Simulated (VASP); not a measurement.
# GaN in VASP: settings compared

Aim: see how the results for GaN move with the level of theory and the settings. Levels: PBE, r2SCAN. Tasks: single point.

Program: VASP 6.6.1. These are calculated values, not measurements. Logs are shortened: lines on timing, memory, paths and dates and some standing lists are left out, and cuts for length are marked.

## Step 1: The cell of the first run

Symmetry: F-43m, No. 216, cubic system. Conventional cell: a = 4.315 Å, b = 4.315 Å, c = 4.315 Å, α = 90.00°, β = 90.00°, γ = 90.00°. Within 2.5 Å of Ga (site symmetry -43m) lie 4 N at 1.87 Å. Within 2.5 Å of N (site symmetry -43m) lie 4 Ga at 1.87 Å.

## Step 2: Single point, PBE (strain -4.1%)

INCAR

```
SYSTEM = GaN
  PREC = Accurate
  ENCUT = 520
  EDIFF = 1E-6
  ISMEAR = -1
  SIGMA = 0.02
  LREAL = .FALSE.
  LASPH = .TRUE.
  NELM = 60
  ALGO = Normal
  ISIF = 2
  LWAVE = .FALSE.
  LCHARG = .FALSE.
  GGA = PE
  NBANDS = 16
```

KPOINTS

```
regular mesh
0
G
  10 10 10
  0 0 0
```

POSCAR

```
GaN
1.0
    0.0000000000      2.1574201731      2.1574201731
    2.1574201731      0.0000000000      2.1574201731
    2.1574201731      2.1574201731      0.0000000000
Ga N
1 1
Direct
    0.0000000000      0.0000000000      0.0000000000
    0.2500000000      0.2500000000      0.2500000000
```

Potentials or basis: VASP PAW PBE potentials, release 64 (Ga_d, N).

Run with:

```sh
$ cat potpaw_PBE.64/Ga_d/POTCAR potpaw_PBE.64/N/POTCAR > POTCAR
$ mpirun -np 1 vasp_std > vasp.out
```

OUTCAR:

```text
SYSTEM = GaN
   PREC = Accurate
   ENCUT = 520
   EDIFF = 1E-6
   ISMEAR = -1
   LREAL = .FALSE.
   LASPH = .TRUE.
   NELM = 60
   ISIF = 2
   GGA = PE

 ion  position               nearest neighbor table
   1  0.000  0.000  0.000-   2 1.87   2 1.87   2 1.87   2 1.87
   2  0.250  0.250  0.250-   1 1.87   1 1.87   1 1.87   1 1.87

  LATTYP: Found a face centered cubic cell.
 ALAT       =     4.3148403462

  Lattice vectors:

 A1 = (   0.0000000000,   2.1574201731,   2.1574201731)
 A2 = (   2.1574201731,   0.0000000000,   2.1574201731)
 A3 = (   2.1574201731,   2.1574201731,   0.0000000000)

Analysis of symmetry for initial positions (statically):
=====================================================================
 Subroutine PRICEL returns:
 Original cell was already a primitive cell.

 Routine SETGRP: Setting up the symmetry group for a
 face centered cubic supercell.

 Subroutine GETGRP returns: Found 24 space group operations
 (whereof 24 operations were pure point group operations)
 out of a pool of 48 trial point group operations.

The static configuration has the point symmetry T_d .

Analysis of symmetry for dynamics (positions and initial velocities):
=====================================================================
 Subroutine PRICEL returns:
 Original cell was already a primitive cell.

 Routine SETGRP: Setting up the symmetry group for a
 face centered cubic supercell.

 Subroutine GETGRP returns: Found 24 space group operations
 (whereof 24 operations were pure point group operations)
 out of a pool of 48 trial point group operations.

The dynamic configuration has the point symmetry T_d .

 Subroutine INISYM returns: Found 24 space group operations
 (whereof 24 operations are pure point group operations),
 and found     1 'primitive' translations

----------------------------------------------------------------------------------------

                                     Primitive cell

  volume of cell :      20.0833

  direct lattice vectors                    reciprocal lattice vectors
     0.000000000  2.157420173  2.157420173    -0.231758285  0.231758285  0.231758285
     2.157420173  0.000000000  2.157420173     0.231758285 -0.231758285  0.231758285
     2.157420173  2.157420173  0.000000000     0.231758285  0.231758285 -0.231758285

  length of vectors
[... 79 lines left out ...]
   LASPH  =      T    aspherical Exc in radial PAW
   ENCUT  =  520.0 eV  38.22 Ry    6.18 a.u.   5.67  5.67  5.67*2*pi/ulx,y,z
   NELM   =     60;   NELMIN=  2; NELMDL= -5     # of ELM steps
   EDIFF  = 0.1E-05   stopping-criterion for ELM
   LREAL  =      F    real-space projection
   EDIFFG = 0.1E-04   stopping-criterion for IOM
   NSW    =      0    number of steps for IOM
   IBRION =     -1    ionic relax: 0-MD 1-quasi-New 2-CG
   NFREE  =      0    steps in history (QN), initial steepest desc. (CG)
   ISIF   =      2    stress and relaxation
   ISYM   =      2    0-nonsym 1-usesym 2-fastsym
   POTIM  = 0.5000    time-step for ionic-motion
   TEBEG  =    0.0;   TEEND  =   0.0 temperature during run
   PSTRESS=    0.0 pullay stress
   NELECT =      18.0000    total number of electrons
   NUPDOWN=      -1.0000    fix difference up-down
   EMIN   =  10.00;   EMAX   =-10.00  energy-range for DOS
   EFERMI =   0.00;   METHOD = LEGACY
   ISMEAR =    -1;   SIGMA  =   0.02  broadening in eV -4-tet -1-fermi 0-gaus
   EFERMI_NEDOS =   21; number of points for ismear=-14 and -15
   IALGO  =     38    algorithm
   IMIX   =      4    mixing-type and parameters
     AMIX     =   0.40;   BMIX     =  1.00
     AMIX_MAG =   1.60;   BMIX_MAG =  1.00
  volume/ion in A,a.u.               =      10.04        67.76
  Fermi-wavevector in a.u.,A,eV,Ry     =   1.578414  2.982770 33.897430  2.491391
  Thomas-Fermi vector in A             =   2.678948
   LORBIT       =      0    0 simple, 1 ext, 2 COOP (PROOUT), +10 PAW based schemes
   GGA     = PE    functional components
   LHFCALC =     F    Hartree Fock is set to
   AEXX    =    0.0000 exact exchange contribution
   IVDW    =     0    specifies the selected vdW correction
   LEPSILON=     F    determine dielectric tensor
   LRPA    =     F    only Hartree local field effects (RPA)
 non-spin polarized calculation
  energy-cutoff  :      520.00
  volume of cell :       20.08
 maximum number of plane-waves:       552
   NGX = 11   NGY = 11   NGZ = 11

 number of electron      17.9999992 magnetization

 Free energy of the ion-electron system (eV)
  ---------------------------------------------------
  ext. energy  EPLUGINS =         0.00000000
  ---------------------------------------------------
  free energy    TOTEN  =       -11.79355926 eV

  energy without entropy =      -11.79355926  energy(sigma->0) =      -11.79355926

 E-fermi :   7.2277     XC(G=0): -12.3845

 val. band max:        6.8138951890   @ k =   0.0000   0.0000   0.0000
 cond. band min:       9.3810522805   @ k =   0.0000   0.0000   0.0000
 fundamental gap:      2.5671570915
 Fermi energy:         7.2276745960

 k-point     1 :       0.0000    0.0000    0.0000
  band No.  band energies     occupation
      1     -10.3343      2.00000
      2      -6.8175      2.00000
      3      -6.8175      2.00000
      4      -6.8175      2.00000
      5      -6.3396      2.00000
      6      -6.3396      2.00000
[... 433 lines left out ...]
      3      -6.4919      2.00000
      4      -6.4887      2.00000
      5      -6.2532      2.00000
      6      -5.5657      2.00000
[... 8 lines left out ...]
     15      30.6899      0.00000
     16      31.3111      0.00000

 [... further k-points ...]

------------------------ aborting loop because EDIFF is reached ----------------------------------------

  FORCE on cell =-STRESS in cart. coord.  units (eV):
  Direction    XX          YY          ZZ          XY          YZ          ZX
  --------------------------------------------------------------------------------------
  -------------------------------------------------------------------------------------
  Total        4.7996708      4.7996708      4.7996708     -0.0000000     -0.0000000      0.0000000
  in kB      382.9021758    382.9021758    382.9021758     -0.0000000     -0.0000000      0.0000000
  external PRESSURE =     382.9021758 kB  Pullay stress =       0.0000000 kB

 VOLUME and BASIS-vectors are now :
 -----------------------------------------------------------------------------
  energy-cutoff  :      520.00
  volume of cell :       20.08
      direct lattice vectors                 reciprocal lattice vectors
     0.000000000  2.157420173  2.157420173    -0.231758285  0.231758285  0.231758285
     2.157420173  0.000000000  2.157420173     0.231758285 -0.231758285  0.231758285
     2.157420173  2.157420173  0.000000000     0.231758285  0.231758285 -0.231758285

 POSITION                                       TOTAL-FORCE (eV/Angst)
 -----------------------------------------------------------------------------------
      0.00000      0.00000      0.00000        -0.000000      0.000000      0.000000
      1.07871      1.07871      1.07871         0.000000     -0.000000     -0.000000
 -----------------------------------------------------------------------------------
    total drift:                                0.000002      0.000002      0.000002

  FREE ENERGIE OF THE ION-ELECTRON SYSTEM (eV)
  ---------------------------------------------------
  free  energy   TOTEN  =       -11.7935592577 eV

  energy  without entropy=      -11.7935592577  energy(sigma->0) =      -11.79355926
```

OSZICAR:

```text
N       E                     dE             d eps       ncg     rms          rms(c)
DAV:   1     0.747794333179E+02    0.74779E+02   -0.92619E+03  1744   0.207E+03
DAV:   2    -0.930129057739E+01   -0.84081E+02   -0.79652E+02  1712   0.320E+02
DAV:   3    -0.139899488481E+02   -0.46887E+01   -0.46745E+01  1696   0.660E+01
DAV:   4    -0.140373358128E+02   -0.47387E-01   -0.47381E-01  1976   0.692E+00
DAV:   5    -0.140379442287E+02   -0.60842E-03   -0.60840E-03  1744   0.700E-01    0.825E+00
DAV:   6    -0.117871356227E+02    0.22508E+01   -0.47723E+00  2288   0.445E+01    0.271E+00
DAV:   7    -0.118009100445E+02   -0.13774E-01   -0.41457E-01  1688   0.641E+00    0.185E+00
DAV:   8    -0.117970305044E+02    0.38795E-02   -0.41755E-02  1864   0.372E+00    0.608E-01
DAV:   9    -0.117934360891E+02    0.35944E-02   -0.14337E-02  2208   0.322E+00    0.146E-01
DAV:  10    -0.117935873008E+02   -0.15121E-03   -0.13290E-03  1912   0.554E-01    0.379E-02
DAV:  11    -0.117935560913E+02    0.31210E-04   -0.17604E-04  2248   0.180E-01    0.188E-02
DAV:  12    -0.117935594387E+02   -0.33474E-05   -0.16868E-05  1736   0.442E-02    0.100E-02
DAV:  13    -0.117935592577E+02    0.18104E-06   -0.52494E-07  1216   0.135E-02
   1 F= -.11793559E+02 E0= -.11793559E+02  d E =-.273532E-11
```

Run time: 7.8 s. Hardware: 1 thread of Intel Xeon Platinum 8488C (Sapphire Rapids), shared host; peak memory 0.14 GiB.

Results:

```
Free energy            : -11.7936 eV
Pressure               : 38.3 GPa
Band gap on the k mesh : 2.57 eV
```

Caveat: the cell differs from its parent crystal (strain -4.1%); the cell stands under pressure.

## Step 3: Single point, r2SCAN (strain -4.1%)

POSCAR is that of step 2.

INCAR.step1

```
SYSTEM = GaN
PREC = Accurate ; ENCUT = 520
ISMEAR = 0 ; SIGMA = 0.01
LREAL = .FALSE. ; LASPH = .TRUE.
NELM = 80 ; NBANDS = 16
GGA = PE ; ALGO = Normal
EDIFF = 1E-4 ; LWAVE = .TRUE.
LCHARG = .FALSE.
```

INCAR.step2

```
SYSTEM = GaN
PREC = Accurate ; ENCUT = 520
EDIFF = 1E-6 ; ISMEAR = 0
SIGMA = 0.01 ; LREAL = .FALSE.
LASPH = .TRUE. ; NELM = 80
ALGO = Normal ; ISIF = 2
LWAVE = .FALSE. ; LCHARG = .FALSE.
METAGGA = R2SCAN ; LMIXTAU = .TRUE.
NBANDS = 16 ; ISTART = 1
```

KPOINTS is that of step 2.

Potentials or basis: VASP PAW PBE potentials, release 64 (Ga_d, N).

Run with:

```sh
$ cat potpaw_PBE.64/Ga_d/POTCAR potpaw_PBE.64/N/POTCAR > POTCAR
$ cp INCAR.step1 INCAR
$ mpirun -np 1 vasp_std > vasp.out
$ cp INCAR.step2 INCAR
$ mpirun -np 1 vasp_std > vasp.out
```

Run time: 27 s. Hardware: 1 thread of Intel Xeon Platinum 8488C (Sapphire Rapids), shared host; peak memory 0.15 GiB.

It converged, with:

```
Free energy            : -21.6335 eV
Pressure               : 33.8 GPa
Band gap on the k mesh : 2.99 eV
```

Levels at points of the mesh, in eV from the valence-band top:
```tsv
k point	band 5	band 6	band 7	band 8	band 9	band 10	band 11	band 12	band 13	band 14
(0.00, 0.00, 0.00)	-13.50	-13.50	0.00	0.00	0.00	2.99	11.87	11.87	11.87	20.37
(0.50, 0.00, 0.00)	-13.43	-12.32	-8.10	-1.18	-1.18	6.10	10.13	11.69	11.69	17.76
(0.50, 0.50, 0.00)	-13.38	-11.97	-6.80	-3.30	-3.30	3.81	8.02	13.68	16.43	16.43
```

Caveat: the cell differs from its parent crystal (strain -4.1%); the cell stands under pressure; the PAW data sets were made with another functional, which shifts forces and pressure a little.

[end of part 1 of 2]
